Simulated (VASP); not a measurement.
# GaAs (dsol) (F-43m) in VASP: notebook, part 2 of 2

VASP 6.6.1. Earlier steps stand in the parts before.

### Step 4. Single point, PBEsol

This run uses another cell than the first one, of 22.66 Å³/atom, 0.953 times its volume.

Contents of INCAR:

```
SYSTEM = GaAs
PREC = Accurate
ENCUT = 520
EDIFF = 1E-7
ISMEAR = 0
SIGMA = 0.01
LREAL = .FALSE.
LASPH = .TRUE.
NELM = 60
ALGO = Normal
ISIF = 2
LWAVE = .FALSE.
LCHARG = .TRUE.
GGA = PS
LELF = .TRUE.
LVHAR = .TRUE.
NBANDS = 16
```

Contents of KPOINTS:

```
Automatic mesh
0
G
  12 12 12
  0 0 0
```

Contents of POSCAR:

```
GaAs
1.0
    0.0000000000      2.8297573507      2.8297573507
    2.8297573507      0.0000000000      2.8297573507
    2.8297573507      2.8297573507      0.0000000000
Ga As
1 1
Direct
    0.0000000000      0.0000000000      0.0000000000
    0.7500000000      0.7500000000      0.7500000000
```

Potentials or basis: VASP PAW PBE potentials, release 64 (Ga_d, As).

Started as:

```sh
$ cat potpaw_PBE.64/Ga_d/POTCAR potpaw_PBE.64/As/POTCAR > POTCAR
$ mpirun -np 1 vasp_std > vasp.out
```

OUTCAR:

```text
SYSTEM = GaAs
   PREC = Accurate
   ENCUT = 520
   EDIFF = 1E-7
   ISMEAR = 0
   LREAL = .FALSE.
   LASPH = .TRUE.
   NELM = 60
   ISIF = 2
   GGA = PS

 ion  position               nearest neighbor table
   1  0.000  0.000  0.000-   2 2.45   2 2.45   2 2.45   2 2.45
   2  0.750  0.750  0.750-   1 2.45   1 2.45   1 2.45   1 2.45

  LATTYP: Found a face centered cubic cell.
 ALAT       =     5.6595147014

  Lattice vectors:

 A1 = (   0.0000000000,   2.8297573507,   2.8297573507)
 A2 = (   2.8297573507,   0.0000000000,   2.8297573507)
 A3 = (   2.8297573507,   2.8297573507,   0.0000000000)
[... 625 lines left out ...]
      4     -10.9145      2.00000
      5     -10.9110      2.00000
      6      -6.9987      2.00000
[... 8 lines left out ...]
     15      14.0826      0.00000
     16      14.7516      0.00000

 [... further k-points ...]
[... 5 lines left out ...]
  --------------------------------------------------------------------------------------
  -------------------------------------------------------------------------------------
  Total        0.0413453      0.0413453      0.0413453     -0.0000000      0.0000000     -0.0000000
  in kB        1.4617040      1.4617040      1.4617040     -0.0000000      0.0000000     -0.0000000
  external PRESSURE =       1.4617040 kB  Pullay stress =       0.0000000 kB

 VOLUME and BASIS-vectors are now :
 -----------------------------------------------------------------------------
  energy-cutoff  :      520.00
  volume of cell :       45.32
      direct lattice vectors                 reciprocal lattice vectors
     0.000000000  2.829757351  2.829757351    -0.176693595  0.176693595  0.176693595
     2.829757351  0.000000000  2.829757351     0.176693595 -0.176693595  0.176693595
     2.829757351  2.829757351  0.000000000     0.176693595  0.176693595 -0.176693595

 POSITION                                       TOTAL-FORCE (eV/Angst)
 -----------------------------------------------------------------------------------
      0.00000      0.00000      0.00000         0.000000      0.000000      0.000000
      4.24464      4.24464      4.24464        -0.000000     -0.000000     -0.000000
 -----------------------------------------------------------------------------------
    total drift:                               -0.000000     -0.000000     -0.000000

  FREE ENERGIE OF THE ION-ELECTRON SYSTEM (eV)
  ---------------------------------------------------
  free  energy   TOTEN  =        -9.0925375987 eV

  energy  without entropy=       -9.0925375987  energy(sigma->0) =       -9.09253760
```

stdout:

```text
POSCAR found type information on POSCAR GaAs
 POSCAR found :  2 types and       2 ions
 scaLAPACK will be used
 -----------------------------------------------------------------------------
|                                                                             |
|                                                                             |
|     You enforced a specific xc type in the INCAR file but a different       |
|     I HOPE YOU KNOW WHAT YOU ARE DOING!                                     |
|                                                                             |
 -----------------------------------------------------------------------------

 LDA part: xc-table for (Slater+PW92), standard interpolation
 POSCAR, INCAR and KPOINTS ok, starting setup
 FFT: planning ... GRIDC
 FFT: planning ... GRID_SOFT
 FFT: planning ... GRID
 WAVECAR not read
 entering main loop
```

It took 65 s on 1 thread of Intel Xeon Platinum 8259CL at 2.50GHz (Skylake/Cascade Lake), shared host; peak memory 0.2 GiB.

What came out:

```
Free energy            : -9.0925 eV
Pressure               : 0.1 GPa
Band gap on the k mesh : 0.43 eV, direct
```

Levels at points of the mesh, in eV from the valence-band top:
| k point | band 7 | band 8 | band 9 | band 10 | band 11 | band 12 |
| --- | --- | --- | --- | --- | --- | --- |
| (0.00, 0.00, 0.00) | 0.00 | 0.00 | 0.00 | 0.43 | 3.69 | 3.69 |
| (0.50, 0.00, 0.00) | -6.66 | -1.14 | -1.14 | 0.92 | 4.58 | 4.58 |
| (0.50, 0.50, 0.00) | -6.83 | -2.69 | -2.69 | 1.36 | 1.57 | 10.10 |

Caveat: the PAW data sets were made with another functional, which shifts forces and pressure a little. PBEsol gaps usually lie below the measured ones, often by a third to a half.

### Step 5. Relaxation of cell and atoms, PBEsol

Contents of INCAR:

```
ALGO = Normal
EDIFF = 1E-6
EDIFFG = -0.002
ENCUT = 600
GGA = PS
IBRION = 2
ISIF = 3
ISMEAR = 0
LASPH = T
LCHARG = F
LREAL = F
LWAVE = F
NELM = 60
NSW = 100
PREC = Accurate
SIGMA = 0.01
```

Contents of KPOINTS:

```
k-points
0
Gamma
  10 10 10
```

Contents of POSCAR:

```
GaAs
1.0
    0.0000000000      2.8750910500      2.8750910500
    2.8750910500      0.0000000000      2.8750910500
    2.8750910500      2.8750910500      0.0000000000
Ga As
1 1
Direct
    0.0000000000      0.0000000000      0.0000000000
    0.7500000000      0.7500000000      0.7500000000
```

Started as:

```sh
$ cat potpaw_PBE.64/Ga_d/POTCAR potpaw_PBE.64/As/POTCAR > POTCAR
$ mpirun -np 1 vasp_std > vasp.out
```

It took 3.2 min on 1 thread of Intel Xeon Platinum 8259CL at 2.50GHz (Skylake/Cascade Lake), shared host; peak memory 0.21 GiB.

Results (log left out):

```yaml
Free_energy: -9.0918 eV
Relaxed_volume: 22.71 Å³/atom
Relaxed_cell: a = 4.005 Å, b = 4.005 Å, c = 4.005 Å, α = 60.00°, β = 60.00°, γ = 60.00°
Space_group_after_relaxing_to_0.05_Å: F-43m (No. 216)
Energy_gained_by_relaxing: 9.9 meV/atom
Ionic_steps: 27
Pressure_after_relaxing: 0.0 GPa
Band_gap_on_the_k_mesh: 0.42 eV, direct
```

The path:
```csv
step,energy change (eV),largest force (eV/Å),pressure (GPa),volume (Å³)
1,0.0000,0.0000,-2.87,47.53
2,-0.0172,0.0000,1.15,44.66
3,-0.0199,0.0000,0.03,45.40
4,-0.0199,0.0000,-0.09,45.44
5,-0.0199,0.0000,-0.07,45.44
6,-0.0199,0.0000,0.02,45.43
7,-0.0199,0.0000,-0.04,45.43
8,-0.0199,0.0000,-0.05,45.43
9,-0.0199,0.0000,-0.04,45.43
10,-0.0199,0.0000,-0.04,45.43
11,-0.0199,0.0000,-0.05,45.43
12,-0.0199,0.0000,-0.05,45.43
13,-0.0199,0.0000,-0.05,45.43
14,-0.0199,0.0000,-0.05,45.43
15,-0.0199,0.0000,-0.05,45.43
16,-0.0199,0.0000,-0.05,45.43
17,-0.0199,0.0000,-0.05,45.43
18,-0.0199,0.0000,-0.05,45.43
19,-0.0199,0.0000,-0.05,45.43
20,-0.0199,0.0000,-0.05,45.43
21,-0.0199,0.0000,-0.05,45.43
22,-0.0199,0.0000,-0.05,45.43
23,-0.0199,0.0000,-0.05,45.43
24,-0.0199,0.0000,-0.05,45.43
25,-0.0199,0.0000,-0.05,45.43
26,-0.0199,0.0000,-0.05,45.43
27,-0.0199,0.0000,0.01,45.42
```

Final structure:
```cif
data_structure
_symmetry_space_group_name_H-M 'P 1'
_symmetry_Int_Tables_number 1
_cell_length_a 4.0049
_cell_length_b 4.0049
_cell_length_c 4.0049
_cell_angle_alpha 60.000
_cell_angle_beta 60.000
_cell_angle_gamma 60.000
_cell_volume 45.42
loop_
_atom_site_label
_atom_site_type_symbol
_atom_site_fract_x
_atom_site_fract_y
_atom_site_fract_z
_atom_site_occupancy
Ga1 Ga 0.00000 0.00000 0.00000 1
As1 As 0.75000 0.75000 0.75000 1
```

Levels at points of the mesh, in eV from the valence-band top:
| k point | band 7 | band 8 | band 9 | band 10 | band 11 | band 12 |
| --- | --- | --- | --- | --- | --- | --- |
| (0.00, 0.00, 0.00) | 0.00 | 0.00 | 0.00 | 0.42 | 3.69 | 3.69 |
| (0.50, 0.00, 0.00) | -6.65 | -1.14 | -1.14 | 0.91 | 4.58 | 4.58 |
| (0.50, 0.50, 0.00) | -6.82 | -2.68 | -2.68 | 1.36 | 1.58 | 10.09 |

Caveat: the PAW data sets were made with another functional, which shifts forces and pressure a little.

### Step 6. Relaxation of cell and atoms, PBEsol

This run uses another cell than the first one, of 22.66 Å³/atom, 0.953 times its volume.

Contents of INCAR:

```
PREC = Accurate ; ENCUT = 600
EDIFF = 1E-6 ; ISMEAR = 0
SIGMA = 0.01 ; LREAL = False
LASPH = True ; NELM = 100
ALGO = Normal ; ISIF = 3
LWAVE = False ; LCHARG = False
GGA = PS ; IBRION = 2
NSW = 80 ; EDIFFG = -0.001
```

Contents of KPOINTS:

```
Automatic mesh
0
Gamma
  12 12 12
```

Contents of POSCAR:

```
GaAs
1.0
    0.0000000000      2.8297573507      2.8297573507
    2.8297573507      0.0000000000      2.8297573507
    2.8297573507      2.8297573507      0.0000000000
Ga As
1 1
Direct
    0.0000000000      0.0000000000      0.0000000000
    0.7500000000      0.7500000000      0.7500000000
```

Potentials or basis: VASP PAW PBE potentials, release 64 (Ga_d, As).

Started as:

```sh
$ cat potpaw_PBE.64/Ga_d/POTCAR potpaw_PBE.64/As/POTCAR > POTCAR
$ mpirun -np 1 vasp_std > vasp.out
```

It took 3.6 min on 1 thread of Intel Xeon Platinum 8259CL at 2.50GHz (Skylake/Cascade Lake), shared host; peak memory 0.22 GiB.

The run converged. Its results:

- Free energy: -9.0925 eV
- Relaxed volume: 22.70 Å³/atom
- Relaxed cell: a = 4.004 Å, b = 4.004 Å, c = 4.004 Å, α = 60.00°, β = 60.00°, γ = 60.00°
- Space group after relaxing (to 0.05 Å): F-43m (No. 216)
- Energy gained by relaxing: 0.0 meV/atom
- Ionic steps: 22
- Pressure after relaxing: 0.0 GPa
- Band gap on the k mesh: 0.42 eV, direct

Final structure:
```
Ga As
1.0
     0.00000    2.83154    2.83154
     2.83154    0.00000    2.83154
     2.83154    2.83154    0.00000
Ga As
1 1
Direct
  0.00000 0.00000 0.00000
  0.75000 0.75000 0.75000
```

Levels at points of the mesh, in eV from the valence-band top:
```
           k point  band 7  band 8  band 9  band 10  band 11  band 12
(0.00, 0.00, 0.00)    0.00    0.00    0.00     0.42     3.69     3.69
(0.50, 0.00, 0.00)   -6.65   -1.14   -1.14     0.92     4.58     4.58
(0.50, 0.50, 0.00)   -6.83   -2.68   -2.68     1.36     1.58    10.09
```

Caveat: the PAW data sets were made with another functional, which shifts forces and pressure a little. A k mesh can miss the band edges.

### Step 7. Overview

```csv
task,cell,k mesh,cutoff (eV),smearing,gap on the mesh (eV),pressure (GPa),relaxed volume (Å³/atom)
single point,"a = 4.066 Å, angles 60.0°, 2 atoms",6 × 6 × 6,520,gaussian 0.1 eV,0.08,-2.8,-
single point,"a = 4.002 Å, angles 60.0°, 2 atoms",10 × 10 × 10,520,gaussian 0.01 eV,0.43,0.1,-
single point,"a = 4.002 Å, angles 60.0°, 2 atoms",12 × 12 × 12,520,gaussian 0.01 eV,0.43,0.1,-
relaxation of cell and atoms,"relaxed from a = 4.066 Å, angles 60.0°, 2 atoms",10 × 10 × 10,600,gaussian 0.01 eV,0.42,0.0,22.71
relaxation of cell and atoms,"relaxed from a = 4.002 Å, angles 60.0°, 2 atoms",12 × 12 × 12,600,gaussian 0.01 eV,0.42,0.0,22.70
```

Alike in all rows: level PBEsol; potentials or basis VASP PAW PBE potentials, release 64 (Ga_d, As); no spin polarisation.

Caveats: the PAW data sets were made with another functional, which shifts forces and pressure a little.

Absolute energies hang on the potentials; compare differences alone.
